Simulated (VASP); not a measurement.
# FeCu (Cmmm) in VASP: single point with LDA

Aim: the single point of FeCu with LDA.

Program: VASP 6.6.1. These are calculated values, not measurements. Logs are shortened: lines on timing, memory, paths and dates and some standing lists are left out, and cuts for length are marked.

### Step 1. The cell of the first run

It takes space group Cmmm (No. 65, orthorhombic). The conventional cell has a = 2.877 Å, b = 3.976 Å, c = 4.138 Å, α = 90.00°, β = 90.00°, γ = 90.00°. Fe (site symmetry mmm) has 6 Fe at 2.45 to 2.88 Å and 8 Cu at 2.52 to 2.87 Å within 3.2 Å. Cu (site symmetry mmm) has 6 Cu at 2.45 to 2.88 Å and 8 Fe at 2.52 to 2.87 Å within 3.2 Å.

### Step 2. Single point, LDA, collinear spin, antiferromagnetic start

Contents of INCAR:

```
PREC = Accurate
ENCUT = 520
EDIFF = 1E-6
ISMEAR = -1
SIGMA = 0.1
LREAL = False
LASPH = True
NELM = 150
ALGO = Normal
ISIF = 2
LWAVE = False
LCHARG = True
ISPIN = 2
MAGMOM = 3 -3 0 0
LORBIT = 11
LMAXMIX = 4
LELF = True
LVHAR = True
NBANDS = 31
```

Contents of KPOINTS:

```
Automatic mesh
0
Gamma
  11 11 4
```

Contents of POSCAR:

```
FeCu
1.0
    1.4382720000     -1.9879340000      0.0000000000
    1.4382720000      1.9879340000      0.0000000000
    0.0000000000      0.0000000000      8.2762700000
Fe Cu
2 2
Direct
    0.0000000000      0.0000000000      0.0000000000
    0.0000000000      0.0000000000      0.5000000000
    0.5000000000      0.5000000000      0.2500000000
    0.5000000000      0.5000000000      0.7500000000
```

Potentials or basis: VASP PAW LDA potentials, release 64 (Fe, Cu).

The run is started by

```console
$ cat potpaw_LDA.64/Fe/POTCAR potpaw_LDA.64/Cu/POTCAR > POTCAR
$ mpirun -np 1 vasp_std > vasp.out
```

OUTCAR:

```text
PREC = Accurate
   ENCUT = 520
   EDIFF = 1E-6
   ISMEAR = -1
   LREAL = False
   LASPH = True
   NELM = 150
   ISIF = 2
   ISPIN = 2
   LORBIT = 11

 ion  position               nearest neighbor table
   1  0.000  0.000  0.000-   3 2.52   4 2.52   3 2.52   4 2.52   3 2.87   4 2.87   3 2.87   4 2.87

   2  0.000  0.000  0.500-   3 2.52   4 2.52   3 2.52   4 2.52   3 2.87   4 2.87   3 2.87   4 2.87

   3  0.500  0.500  0.250-   1 2.52   2 2.52   1 2.52   2 2.52   1 2.87   2 2.87   1 2.87   2 2.87
[... 10 lines left out ...]
 A1 = (   1.4382720000,  -1.9879340000,   0.0000000000)
 A2 = (   1.4382720000,   1.9879340000,   0.0000000000)
 A3 = (   0.0000000000,   0.0000000000,   8.2762700000)

Analysis of symmetry for initial positions (statically):
=====================================================================
 Subroutine PRICEL returns following result:

  LATTYP: Found a base centered orthorhombic cell.
 ALAT       =     2.8765440000
 B/A-ratio  =     1.3821683242
 C/A-ratio  =     1.4385787250
[... 12 lines left out ...]
 Subroutine GETGRP returns: Found  8 space group operations
 (whereof  8 operations were pure point group operations)
 out of a pool of  8 trial point group operations.

The static configuration has the point symmetry D_2h.

Analysis of symmetry for dynamics (positions and initial velocities):
=====================================================================
 Subroutine PRICEL returns following result:

  LATTYP: Found a base centered orthorhombic cell.
 ALAT       =     2.8765440000
 B/A-ratio  =     1.3821683242
 C/A-ratio  =     1.4385787250
[... 12 lines left out ...]
 Subroutine GETGRP returns: Found  8 space group operations
 (whereof  8 operations were pure point group operations)
 out of a pool of  8 trial point group operations.

The dynamic configuration has the point symmetry D_2h.

Analysis of structural, dynamic, and magnetic symmetry:
=====================================================================
 Subroutine PRICEL returns following result:

  LATTYP: Found a base centered orthorhombic cell.
 ALAT       =     2.8765440000
 B/A-ratio  =     1.3821683242
 C/A-ratio  =     1.4385787250
[... 12 lines left out ...]
 Subroutine GETGRP returns: Found  8 space group operations
 (whereof  8 operations were pure point group operations)
 out of a pool of  8 trial point group operations.

The overall configuration has the point symmetry D_2h.

 Subroutine INISYM returns: Found  8 space group operations
 (whereof  8 operations are pure point group operations),
 and found     2 'primitive' translations

----------------------------------------------------------------------------------------

                                     Primitive cell

[... 121 lines left out ...]
 spin polarized calculation
  energy-cutoff  :      520.00
  volume of cell :       47.33
 maximum number of plane-waves:      1303
   NGX =  9   NGY =  9   NGZ = 31

 number of electron      37.9999966 magnetization      -0.0000000

 number of electron      37.9999966 magnetization       0.0000000

 Free energy of the ion-electron system (eV)
  ---------------------------------------------------
  ext. energy  EPLUGINS =         0.00000000
  ---------------------------------------------------
  free energy    TOTEN  =       -26.87787186 eV

  energy without entropy =      -26.75026239  energy(sigma->0) =      -26.81406713

 E-fermi :   6.4463     XC(G=0): -13.1407

 val. band max:        6.4444153439   @ k =   0.4545   0.4545   0.2500
 cond. band min:       6.4489600830   @ k =   0.4545   0.3636   0.0000
 fundamental gap:      0.0045447391
 Fermi energy:         6.4463265012

 spin component 1

 k-point     1 :       0.0000    0.0000    0.0000
  band No.  band energies     occupation
      1      -2.4863      1.00000
      2      -0.7022      1.00000
      3       0.1303      1.00000
      4       1.5533      1.00000
      5       2.5938      1.00000
      6       2.7007      1.00000
[... 805 lines left out ...]
     30      22.9575      0.00000
     31      24.2905      0.00000

 [... further k-points ...]

 spin component 2

 k-point     1 :       0.0000    0.0000    0.0000
  band No.  band energies     occupation
      1      -2.4863      1.00000
      2      -0.7022      1.00000
      3       0.1303      1.00000
      4       1.5533      1.00000
      5       2.5938      1.00000
      6       2.7007      1.00000
[... 805 lines left out ...]
     30      22.9575      0.00000
     31      24.2962      0.00000

 [... further k-points ...]

------------------------ aborting loop because EDIFF is reached ----------------------------------------

  FORCE on cell =-STRESS in cart. coord.  units (eV):
  Direction    XX          YY          ZZ          XY          YZ          ZX
  --------------------------------------------------------------------------------------
  -------------------------------------------------------------------------------------
  Total       -4.5081764     -4.7383779     -3.8501072     -0.0000000      0.0000000      0.0000000
  in kB     -152.6173297   -160.4104464   -130.3394155     -0.0000000      0.0000000      0.0000000
  external PRESSURE =    -147.7890639 kB  Pullay stress =       0.0000000 kB

 VOLUME and BASIS-vectors are now :
 -----------------------------------------------------------------------------
  energy-cutoff  :      520.00
  volume of cell :       47.33
      direct lattice vectors                 reciprocal lattice vectors
     1.438272000 -1.987934000  0.000000000     0.347639389 -0.251517405  0.000000000
     1.438272000  1.987934000  0.000000000     0.347639389  0.251517405  0.000000000
     0.000000000  0.000000000  8.276270000     0.000000000  0.000000000  0.120827378

 POSITION                                       TOTAL-FORCE (eV/Angst)
 -----------------------------------------------------------------------------------
      0.00000      0.00000      0.00000         0.000000      0.000000      0.000000
      0.00000      0.00000      4.13814         0.000000      0.000000     -0.000000
      1.43827      0.00000      2.06907        -0.000000      0.000000      0.000000
      1.43827      0.00000      6.20720        -0.000000     -0.000000      0.000000
 -----------------------------------------------------------------------------------
    total drift:                                0.000000      0.000000     -0.000000

  FREE ENERGIE OF THE ION-ELECTRON SYSTEM (eV)
  ---------------------------------------------------
  free  energy   TOTEN  =       -26.8778718605 eV

  energy  without entropy=      -26.7502623933  energy(sigma->0) =      -26.81406713

 total charge

# of ion       s       p       d       tot
------------------------------------------
    1        0.456   0.451   6.237   7.144
    2        0.456   0.451   6.237   7.144
    3        0.474   0.431   9.150  10.055
    4        0.474   0.431   9.150  10.055
--------------------------------------------------
tot          1.859   1.765  30.774  34.398

 magnetization (x)

# of ion       s       p       d       tot
------------------------------------------
    1        0.006   0.001   2.304   2.311
    2       -0.006  -0.001  -2.304  -2.311
    3        0.000   0.000   0.000   0.000
    4        0.000   0.000   0.000   0.000
--------------------------------------------------
tot          0.000   0.000   0.000   0.000
```

OSZICAR:

```text
N       E                     dE             d eps       ncg     rms          rms(c)
DAV:   1     0.278901810698E+03    0.27890E+03   -0.16515E+04 14368   0.195E+03
DAV:   2    -0.686705014772E+01   -0.28577E+03   -0.27043E+03 13392   0.335E+02
DAV:   3    -0.308242981695E+02   -0.23957E+02   -0.22267E+02 14827   0.131E+02
DAV:   4    -0.313960694339E+02   -0.57177E+00   -0.57023E+00 15590   0.267E+01
DAV:   5    -0.314091252648E+02   -0.13056E-01   -0.13055E-01 15774   0.402E+00    0.195E+01
DAV:   6    -0.285210057517E+02    0.28881E+01   -0.32288E+01 15852   0.152E+02    0.101E+01
DAV:   7    -0.277183298822E+02    0.80268E+00   -0.12818E+01 17200   0.986E+01    0.116E+01
DAV:   8    -0.268984266578E+02    0.81990E+00   -0.32936E+00 20872   0.551E+01    0.272E+00
DAV:   9    -0.268956193433E+02    0.28073E-02   -0.35698E-01 21143   0.112E+01    0.163E+00
DAV:  10    -0.268776251035E+02    0.17994E-01   -0.40966E-02 18143   0.493E+00    0.412E-01
DAV:  11    -0.268779599742E+02   -0.33487E-03   -0.37075E-03 16244   0.607E-01    0.116E-01
DAV:  12    -0.268778649429E+02    0.95031E-04   -0.37921E-04 16737   0.288E-01    0.409E-02
DAV:  13    -0.268778727608E+02   -0.78179E-05   -0.58712E-05 24448   0.146E-01    0.238E-02
DAV:  14    -0.268778716979E+02    0.10629E-05   -0.12122E-05 17983   0.118E-01    0.785E-03
DAV:  15    -0.268778718605E+02   -0.16263E-06   -0.18486E-06 10915   0.258E-02
   1 F= -.26877872E+02 E0= -.26814067E+02  d E =-.127609E+00  mag=     0.0000
```

It took 4.4 min on 1 thread of Intel Xeon Platinum 8259CL at 2.50GHz (Skylake/Cascade Lake), shared host; peak memory 0.32 GiB.

What came out:

| Property | Result |
| --- | --- |
| Free energy | -26.8779 eV |
| Pressure | -14.8 GPa |
| Band gap on the k mesh | zero (filled and empty bands overlap) |
| Net moment | 0.00 μB per cell |
| Site moments | Fe +2.31, -2.31; Cu +0.00 μB |
| Valence electrons inside the program's atomic spheres | Fe 7.14; Cu 10.05 |

Caveat: the cell stands under tension; the antiferromagnetic order is the one typed at the start, and another may lie lower.
